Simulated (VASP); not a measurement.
# Te (R-3m) in VASP: a series of runs

Runs on Te. Level: PBEsol+D3(BJ). Tasks: single point.

Program: VASP 6.6.1. These are calculated values, not measurements. Logs are shortened: lines on timing, memory, paths and dates and some standing lists are left out, and cuts for length are marked.

### Step 1. The cell of the first run

It takes space group R-3m (No. 166, trigonal). The conventional cell has a = 4.581 Å, b = 4.581 Å, c = 5.039 Å, α = 90.00°, β = 90.00°, γ = 120.00°. Within 4.1 Å of Te (site symmetry -3m) lie 6 Te at 3.13 Å.

### Step 2. Single point, PBEsol+D3(BJ), collinear spin, ferromagnetic start (volume scaled by 0.98)

File INCAR:

```
SYSTEM = Te
ALGO = Normal ; EDIFF = 1E-6
ENCUT = 520 ; GGA = PS
ISIF = 2 ; ISMEAR = -1
ISPIN = 2 ; IVDW = 12
LASPH = .TRUE. ; LCHARG = .FALSE.
LORBIT = 11 ; LREAL = .FALSE.
LWAVE = .FALSE. ; MAGMOM = 1
NBANDS = 13 ; NELM = 150
NUPDOWN = 1.0 ; PREC = Accurate
SIGMA = 0.15
```

File KPOINTS:

```
k-points
0
G
  9 9 9
  0 0 0
```

File POSCAR:

```
Te
1.0
    2.2904280083      1.3223792272      1.6796046794
   -2.2904280083      1.3223792272      1.6796046794
    0.0000000000     -2.6447584544      1.6796046794
Te
1
Direct
    0.5000000000      0.5000000000      0.5000000000
```

Potentials or basis: VASP PAW PBE potentials, release 64 (Te).

Run with:

```sh
cat potpaw_PBE.64/Te/POTCAR > POTCAR
mpirun -np 1 vasp_std > vasp.out
```

OUTCAR:

```text
SYSTEM = Te
   EDIFF = 1E-6
   ENCUT = 520
   GGA = PS
   ISIF = 2
   ISMEAR = -1
   ISPIN = 2
   IVDW = 12
   LASPH = .TRUE.
   LORBIT = 11
   LREAL = .FALSE.
   NELM = 150
   NUPDOWN = 1.0
   PREC = Accurate
 IVDW          = 12

 ion  position               nearest neighbor table
   1  0.500  0.500  0.500-

  LATTYP: Found a trigonal (rhomboedric) cell.
 ALAT       =     3.1330207725
 COS(alpha) =    -0.0688991668

  Lattice vectors:

 A1 = (   2.2904280083,   1.3223792272,   1.6796046794)
 A2 = (  -2.2904280083,   1.3223792272,   1.6796046794)
 A3 = (   0.0000000000,  -2.6447584544,   1.6796046794)

Analysis of symmetry for initial positions (statically):
=====================================================================
 Subroutine PRICEL returns:
 Original cell was already a primitive cell.

 Routine SETGRP: Setting up the symmetry group for a
 trigonal (rhombohedral) supercell.

 Subroutine GETGRP returns: Found 12 space group operations
 (whereof 12 operations were pure point group operations)
 out of a pool of 12 trial point group operations.

The static configuration has the point symmetry D_3d.

Analysis of symmetry for dynamics (positions and initial velocities):
=====================================================================
 Subroutine PRICEL returns:
 Original cell was already a primitive cell.

 Routine SETGRP: Setting up the symmetry group for a
 trigonal (rhombohedral) supercell.

 Subroutine GETGRP returns: Found 12 space group operations
 (whereof 12 operations were pure point group operations)
 out of a pool of 12 trial point group operations.

The dynamic configuration has the point symmetry D_3d.

Analysis of structural, dynamic, and magnetic symmetry:
=====================================================================
 Subroutine PRICEL returns:
 Original cell was already a primitive cell.

 Routine SETGRP: Setting up the symmetry group for a
 trigonal (rhombohedral) supercell.

 Subroutine GETGRP returns: Found 12 space group operations
 (whereof 12 operations were pure point group operations)
 out of a pool of 12 trial point group operations.

The overall configuration has the point symmetry D_3d.

 Subroutine INISYM returns: Found 12 space group operations
 (whereof 12 operations are pure point group operations),
 and found     1 'primitive' translations

----------------------------------------------------------------------------------------

                                     Primitive cell

  volume of cell :      30.5233

  direct lattice vectors                    reciprocal lattice vectors
     2.290428008  1.322379227  1.679604679     0.218299810  0.126035454  0.198459398
    -2.290428008  1.322379227  1.679604679    -0.218299810  0.126035454  0.198459398
     0.000000000 -2.644758454  1.679604679     0.000000000 -0.252070909  0.198459398

  length of vectors
     3.133020772  3.133020772  3.133020773     0.320820628  0.320820628  0.320820628

  position of ions in fractional coordinates (direct lattice)
     0.500000000  0.500000000  0.500000000

  ion indices of the primitive-cell ions
   primitive index   ion index
                 1           1

----------------------------------------------------------------------------------------

 KPOINTS: k-points

Automatic generation of k-mesh.
 Grid dimensions read from file:
 generate k-points for:    9    9    9

 Generating k-lattice:

  Cartesian coordinates                     Fractional coordinates (reciprocal lattice)
     0.024255534  0.014003939  0.022051044     0.111111111  0.000000000  0.000000000
    -0.024255534  0.014003939  0.022051044     0.000000000  0.111111111  0.000000000
     0.000000000 -0.028007879  0.022051044     0.000000000  0.000000000  0.111111111

  Length of vectors
     0.035646736  0.035646736  0.035646736

  Shift w.r.t. Gamma in fractional coordinates (k-lattice)
     0.000000000  0.000000000  0.000000000

 Subroutine IBZKPT returns following result:
 ===========================================

 Found     85 irreducible k-points:

 Following reciprocal coordinates:
            Coordinates               Weight
  0.000000  0.000000  0.000000      1.000000
  0.111111  0.000000  0.000000      6.000000
  0.222222  0.000000  0.000000      6.000000
  0.333333  0.000000  0.000000      6.000000
  0.444444  0.000000  0.000000      6.000000
  0.111111  0.111111  0.000000      6.000000
[... 16 lines left out ...]
 -0.333333  0.333333  0.000000      6.000000
  0.444444  0.444444  0.000000      6.000000
 [... further k-points ...]
   k-points           NKPTS =     85   k-points in BZ     NKDIM =     85   number of bands    NBANDS=     13
   number of dos      NEDOS =    301   number of ions     NIONS =      1
   total plane-waves  NPLWV =  13824
   dimension x,y,z NGX =    24 NGY =   24 NGZ =   24
   dimension x,y,z NGXF=    48 NGYF=   48 NGZF=   48
   ions per type =               1
   NGX,Y,Z   is equivalent  to a cutoff of  12.74, 12.74, 12.74 a.u.
   NGXF,Y,Z  is equivalent  to a cutoff of  25.47, 25.47, 25.47 a.u.
 SYSTEM =  Te
   PREC   = accura    normal or accurate (medium, high low for compatibility)
   ISTART =      0    job   : 0-new  1-cont  2-samecut
   ICHARG =      2    charge: 1-file 2-atom 10-const
   ISPIN  =      2    spin polarized calculation?
   LNONCOLLINEAR =      F non collinear calculations
   LSORBIT =      F    spin-orbit coupling
   LASPH  =      T    aspherical Exc in radial PAW
   ENCUT  =  520.0 eV  38.22 Ry    6.18 a.u.   5.83  5.83  5.83*2*pi/ulx,y,z
   NELM   =    150;   NELMIN=  2; NELMDL= -5     # of ELM steps
   EDIFF  = 0.1E-05   stopping-criterion for ELM
   LREAL  =      F    real-space projection
   EDIFFG = 0.1E-04   stopping-criterion for IOM
   NSW    =      0    number of steps for IOM
   IBRION =     -1    ionic relax: 0-MD 1-quasi-New 2-CG
   NFREE  =      0    steps in history (QN), initial steepest desc. (CG)
   ISIF   =      2    stress and relaxation
   ISYM   =      2    0-nonsym 1-usesym 2-fastsym
   POTIM  = 0.5000    time-step for ionic-motion
   TEBEG  =    0.0;   TEEND  =   0.0 temperature during run
   PSTRESS=    0.0 pullay stress
   NELECT =       6.0000    total number of electrons
   NUPDOWN=       1.0000    fix difference up-down
   EMIN   =  10.00;   EMAX   =-10.00  energy-range for DOS
   EFERMI =   0.00;   METHOD = LEGACY
   ISMEAR =    -1;   SIGMA  =   0.15  broadening in eV -4-tet -1-fermi 0-gaus
   EFERMI_NEDOS =   21; number of points for ismear=-14 and -15
   IALGO  =     38    algorithm
   IMIX   =      4    mixing-type and parameters
     AMIX     =   0.40;   BMIX     =  1.00
     AMIX_MAG =   1.60;   BMIX_MAG =  1.00
  volume/ion in A,a.u.               =      30.52       205.98
  Fermi-wavevector in a.u.,A,eV,Ry     =   0.951879  1.798790 12.327871  0.906073
  Thomas-Fermi vector in A             =   2.080390
   LORBIT       =     11    0 simple, 1 ext, 2 COOP (PROOUT), +10 PAW based schemes
   GGA     = PS    functional components
   LHFCALC =     F    Hartree Fock is set to
   AEXX    =    0.0000 exact exchange contribution
   IVDW    =    12    specifies the selected vdW correction
   LEPSILON=     F    determine dielectric tensor
   LRPA    =     F    only Hartree local field effects (RPA)
 spin polarized calculation
  energy-cutoff  :      520.00
  volume of cell :       30.52
 maximum number of plane-waves:       834
   NGX = 11   NGY = 11   NGZ = 11

 number of electron       5.9999999 magnetization       1.0000000

 Free energy of the ion-electron system (eV)
  ---------------------------------------------------
  ext. energy  EPLUGINS =         0.00000000
  ---------------------------------------------------
  free energy    TOTEN  =        -2.80711656 eV

  energy without entropy =       -2.75856199  energy(sigma->0) =       -2.78283927

 E-fermi :   5.8174     XC(G=0):  -9.7077

 val. band max:        8.5435556597   @ k =   0.2222   0.0000   0.0000
 cond. band min:       5.8244447424   @ k =   0.4444   0.4444   0.3333
 fundamental gap:     -2.7191109174
 Fermi energy:         8.5519001232

 spin component 1

 k-point     1 :       0.0000    0.0000    0.0000
  band No.  band energies     occupation
      1      -7.2151      1.00000
      2       7.8791      0.98886
      3       8.3837      0.75428
      4       8.3837      0.75428
      5      13.0158      0.00000
      6      13.0158      0.00000
      7      13.6816      0.00000
      8      23.8754      0.00000
      9      23.8754      0.00000
     10      24.0357      0.00000
     11      24.3281      0.00000
     12      24.3650      0.00000
     13      24.3650      0.00000
[... 353 lines left out ...]
 k-point    24 :       0.4444    0.4444    0.0000
  band No.  band energies     occupation
      1      -3.4746      1.00000
      2       1.9131      1.00000
      3       2.5851      1.00000
      4       9.1889      0.01411
      5      10.8947      0.00000
      6      17.3393      0.00000
      7      19.1279      0.00000
      8      19.5702      0.00000
      9      19.8734      0.00000
     10      20.1381      0.00000
     11      23.2448      0.00000
     12      25.7741      0.00000
     13      27.4882      0.00000

 [... further k-points ...]

 spin component 2

 k-point     1 :       0.0000    0.0000    0.0000
  band No.  band energies     occupation
      1      -6.5551      1.00000
      2       8.6255      0.00000
      3       9.0930      0.00000
      4       9.0930      0.00000
      5      13.5789      0.00000
      6      13.5789      0.00000
      7      14.0987      0.00000
      8      24.4601      0.00000
      9      24.4601      0.00000
     10      24.6716      0.00000
     11      24.9688      0.00000
     12      24.9707      0.00000
     13      24.9707      0.00000
[... 353 lines left out ...]
 k-point    24 :       0.4444    0.4444    0.0000
  band No.  band energies     occupation
      1      -2.7982      1.00000
      2       2.5719      1.00000
      3       3.2591      1.00000
      4       9.7169      0.00000
      5      11.6356      0.00000
      6      17.9038      0.00000
      7      19.6977      0.00000
      8      20.1650      0.00000
      9      20.4353      0.00000
     10      20.7452      0.00000
     11      23.8109      0.00000
     12      26.2790      0.00000
     13      28.0499      0.00000

 [... further k-points ...]

------------------------ aborting loop because EDIFF is reached ----------------------------------------

 Edisp (eV)   -0.45417

 E8    (eV) :    -0.3085

  FORCE on cell =-STRESS in cart. coord.  units (eV):
  Direction    XX          YY          ZZ          XY          YZ          ZX
  --------------------------------------------------------------------------------------
  -------------------------------------------------------------------------------------
  Total       0.80711     0.80711     0.59824     0.00000     0.00000    -0.00000
  in kB      42.36528    42.36528    31.40161     0.00000     0.00000    -0.00000
  external pressure =       38.71 kB  Pullay stress =        0.00 kB

 VOLUME and BASIS-vectors are now :
 -----------------------------------------------------------------------------
  energy-cutoff  :      520.00
  volume of cell :       30.52
      direct lattice vectors                 reciprocal lattice vectors
     2.290428008  1.322379227  1.679604679     0.218299810  0.126035454  0.198459398
    -2.290428008  1.322379227  1.679604679    -0.218299810  0.126035454  0.198459398
     0.000000000 -2.644758454  1.679604679     0.000000000 -0.252070909  0.198459398

 POSITION                                       TOTAL-FORCE (eV/Angst)
 -----------------------------------------------------------------------------------
      0.00000      0.00000      2.51941         0.000000     -0.000000     -0.000000
 -----------------------------------------------------------------------------------
    total drift:                                0.000000      0.000000     -0.000000

  FREE ENERGIE OF THE ION-ELECTRON SYSTEM (eV)
  ---------------------------------------------------
  free  energy   TOTEN  =        -3.2612865138 eV

  energy  without entropy=       -3.2127319430  energy(sigma->0) =       -3.23700923

 total charge

# of ion       s       p       d       tot
------------------------------------------
    1        1.436   1.815   0.051   3.302

 magnetization (x)

# of ion       s       p       d       tot
------------------------------------------
    1        0.052   0.512   0.021   0.585
```

Wall time 13 s (1 thread of Intel Xeon 6975P-C (Granite Rapids), shared host); peak memory 0.18 GiB.

What came out:

- Free energy: -3.2613 eV
- Pressure: 3.9 GPa
- Net moment: 1.00 μB per cell
- Site moments: Te +0.58 μB
- Valence electrons inside the program's atomic spheres: Te 3.30
- Dispersion energy per atom: -0.454 eV

Caveat: the cell differs from its parent crystal (volume scaled by 0.98); the PAW data sets were made with another functional, which shifts forces and pressure a little; spin-orbit coupling is left out, which moves the levels of the heavy elements; the total moment is fixed, so each spin has its own Fermi level.

### Step 3. Single point, PBEsol+D3(BJ), collinear spin, ferromagnetic start

This run uses another cell than the first one, of 31.15 Å³/atom, 1.020 times its volume.

File INCAR:

```
PREC = Accurate ; ENCUT = 520
EDIFF = 1E-6 ; ISMEAR = -1
SIGMA = 0.15 ; LREAL = F
LASPH = T ; NELM = 150
ALGO = Normal ; ISIF = 2
LWAVE = F ; LCHARG = T
ISPIN = 2 ; MAGMOM = 1
LORBIT = 11 ; NUPDOWN = 1.0
GGA = PS ; IVDW = 12
LELF = T ; LVHAR = T
NBANDS = 13
```

File KPOINTS:

```
regular mesh
0
Gamma
  9 9 9
```

File POSCAR:

```
Te
1.0
    2.3059043427      1.3313144930      1.6909537039
   -2.3059043427      1.3313144930      1.6909537039
    0.0000000000     -2.6626289860      1.6909537039
Te
1
Direct
    0.5000000000      0.5000000000      0.5000000000
```

Potentials or basis: VASP PAW PBE potentials, release 64 (Te).

Run with:

```sh
cat potpaw_PBE.64/Te/POTCAR > POTCAR
mpirun -np 1 vasp_std > vasp.out
```

Run time: 14 s. Hardware: 1 thread of Intel Xeon 6975P-C (Granite Rapids), shared host; peak memory 0.18 GiB.

Results (log left out):

```yaml
Free_energy: -3.2739 eV
Pressure: 2.6 GPa
Net_moment: 1.00 μB per cell
Site_moments: Te +0.58 μB
Valence_electrons_inside_the_program's_atomic_spheres: Te 3.29
Dispersion_energy_per_atom: -0.445 eV
```

Stress tensor (GPa, compression positive):
```
2.89 0.00 0.00
0.00 2.89 0.00
0.00 0.00 2.07
```

Caveat: the PAW data sets were made with another functional, which shifts forces and pressure a little; spin-orbit coupling is left out, which moves the levels of the heavy elements; the total moment is fixed, so each spin has its own Fermi level.

### Step 4. Single point, PBEsol+D3(BJ), collinear spin, ferromagnetic start (volume scaled by 1.02)

File INCAR:

```
PREC = Accurate
ENCUT = 520
EDIFF = 1E-6
ISMEAR = -1
SIGMA = 0.15
LREAL = F
LASPH = T
NELM = 150
ALGO = Normal
ISIF = 2
LWAVE = F
LCHARG = F
ISPIN = 2
MAGMOM = 1
LORBIT = 11
NUPDOWN = 1.0
GGA = PS
IVDW = 12
NBANDS = 13
```

File KPOINTS:

```
Automatic mesh
0
Gamma
  9 9 9
```

File POSCAR:

```
Te
1.0
    2.3211756774      1.3401314022      1.7021523992
   -2.3211756774      1.3401314022      1.7021523992
    0.0000000000     -2.6802628044      1.7021523992
Te
1
Direct
    0.5000000000      0.5000000000      0.5000000000
```

Run with:

```sh
cat potpaw_PBE.64/Te/POTCAR > POTCAR
mpirun -np 1 vasp_std > vasp.out
```

It took 12 s on 1 thread of Intel Xeon 6975P-C (Granite Rapids), shared host; peak memory 0.18 GiB.

The run converged. Its results:

| Property | Result |
| --- | --- |
| Free energy | -3.2818 eV |
| Pressure | 1.5 GPa |
| Net moment | 1.00 μB per cell |
| Site moments | Te +0.58 μB |
| Valence electrons inside the program's atomic spheres | Te 3.28 |
| Dispersion energy per atom | -0.436 eV |

Stress tensor (GPa, compression positive):
```
1.68 0.00 0.00
0.00 1.68 0.00
0.00 0.00 1.10
```

Caveat: the cell differs from its parent crystal (volume scaled by 1.02); the PAW data sets were made with another functional, which shifts forces and pressure a little; spin-orbit coupling is left out, which moves the levels of the heavy elements; the total moment is fixed, so each spin has its own Fermi level.

### Step 5. Overview

| cell | pressure (GPa) | moment (μB) |
| --- | --- | --- |
| a = 3.133 Å, angles 94.0°, 1 atom | 3.9 | 1.00 |
| a = 3.154 Å, angles 94.0°, 1 atom | 2.6 | 1.00 |
| a = 3.175 Å, angles 94.0°, 1 atom | 1.5 | 1.00 |

Alike in all rows: task single point; level PBEsol+D3(BJ); potentials or basis VASP PAW PBE potentials, release 64 (Te); spin collinear, ferromagnetic start; fixed moment (μB) 1.0; k mesh 9 × 9 × 9; cutoff (eV) 520; smearing fermi-dirac 0.15 eV.

Caveats: the PAW data sets were made with another functional, which shifts forces and pressure a little; spin-orbit coupling is left out, which moves the levels of the heavy elements; the total moment is fixed, so each spin has its own Fermi level.

Absolute energies hang on the potentials; compare differences alone.
